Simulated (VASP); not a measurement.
A run of VASP 6.6.1 is set up as follows.

The input INCAR:

```
ALGO = Normal
EDIFF = 1E-6
ENCUT = 520
GGA = PE
ISIF = 2
ISMEAR = 0
LASPH = T
LCHARG = F
LREAL = F
LWAVE = F
NBANDS = 43
NELM = 80
PREC = Accurate
SIGMA = 0.03
```

KPOINTS

```
k-points
0
Gamma
  9 9 6
```

File POSCAR:

```
Si2W
1.0
    4.7172346901      0.0000000000      0.0000000000
   -2.3586173451      4.0852450772      0.0000000000
    0.0000000000      0.0000000000      6.3602475327
Si W
6 3
Direct
    0.8613670885      0.7227341769      0.5000000000
    0.1386329115      0.8613670885      0.8333333333
    0.7227341769      0.8613670885      0.1666666667
    0.1386329115      0.2772658231      0.5000000000
    0.8613670885      0.1386329115      0.8333333333
    0.2772658231      0.1386329115      0.1666666667
    0.0000000000      0.5000000000      0.1666666667
    0.5000000000      0.5000000000      0.8333333333
    0.5000000000      0.0000000000      0.5000000000
```

Potentials or basis: VASP PAW PBE potentials, release 64 (Si, W_sv).

Launch:

```console
$ cat potpaw_PBE.64/Si/POTCAR potpaw_PBE.64/W_sv/POTCAR > POTCAR
$ mpirun -np 1 vasp_std > vasp.out
```

(1) Estimate the band gap on the k mesh.

(2) Estimate the largest force.

Results:

(1) zero (bands 33 and 34 overlap by 0.79 eV).

(2) 3.874 eV/Å.

Caveat: spin-orbit coupling is left out, which moves the levels of the heavy elements; forces of over 1 eV/Å act on the atoms, so gaps and moduli don't describe the material at rest.
